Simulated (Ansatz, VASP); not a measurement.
**Ta: VASP beside Ansatz**

The input INCAR:

```
SYSTEM = Ta
PREC = Accurate
ENCUT = 600
EDIFF = 1E-6
ISMEAR = 0
SIGMA = 0.1
LREAL = .False.
LASPH = .True.
NELM = 60
ALGO = Normal
ISIF = 3
LWAVE = .False.
LCHARG = .False.
GGA = PE
IBRION = 2
NSW = 100
EDIFFG = -0.005
```

The input KPOINTS:

```
Automatic mesh
0
Gamma
  18 18 18
  0 0 0
```

POSCAR

```
Ta
1.0
   -1.6549986157      1.6549986157      1.6549986157
    1.6549986157     -1.6549986157      1.6549986157
    1.6549986157      1.6549986157     -1.6549986157
Ta
1
Direct
    0.0000000000      0.0000000000      0.0000000000
```

Input for Ansatz:

```yaml
crystal:
  lattice:
    - [-1.6549986157, 1.6549986157, 1.6549986157]
    - [1.6549986157, -1.6549986157, 1.6549986157]
    - [1.6549986157, 1.6549986157, -1.6549986157]
  atoms:
    - { symbol: Ta, position: [0.0, 0.0, 0.0] }
basis:
  ecutwfc: 420
kpoints:
  mp_grid: { grid: [18, 18, 18] }
hamiltonian:
  xc: pbe
scf:
  occupations: { method: gaussian, width: 0.1 }
output:
  forces: true
  stress: true
  eigenvalues: true
relax:
  adjacent_minimum: "off"
  f_tol: 0.005
  max_steps: 80
  cell: { stress_tol: 0.05 }
```

Alike in both runs: task relaxation of cell and atoms; functional PBE; k mesh 18 × 18 × 18; occupations gaussian, width 0.1 eV; no spin polarisation.

|  | VASP | Ansatz |
| --- | --- | --- |
| version | VASP 6.6.1 | Ansatz 0.2.0 |
| potentials or method | VASP PAW PBE potentials, release 64 (Ta_pv), cutoff 600 eV | scalar-relativistic, plane waves, PAW |
| valence electrons in the cell | 11 | 13 |

|  | VASP | Ansatz | Ansatz less VASP |
| --- | --- | --- | --- |
| gap on the k mesh at the Fermi level, each at its own relaxed structure (eV) | none | none | - |
| relaxed volume (Å³/atom) | 18.29 | 18.28 | -0.007 |
| relaxed cell length with the largest relative difference (Å) | 2.875 | 2.874 | -0.0004 |

A gap of «none» marks a metal or a gap that the smearing closes. VASP's potentials hold 11 valence electrons a cell and Ansatz's 13, so a difference there can come from the potentials and not from the codes.

Neither program's run includes spin-orbit coupling.
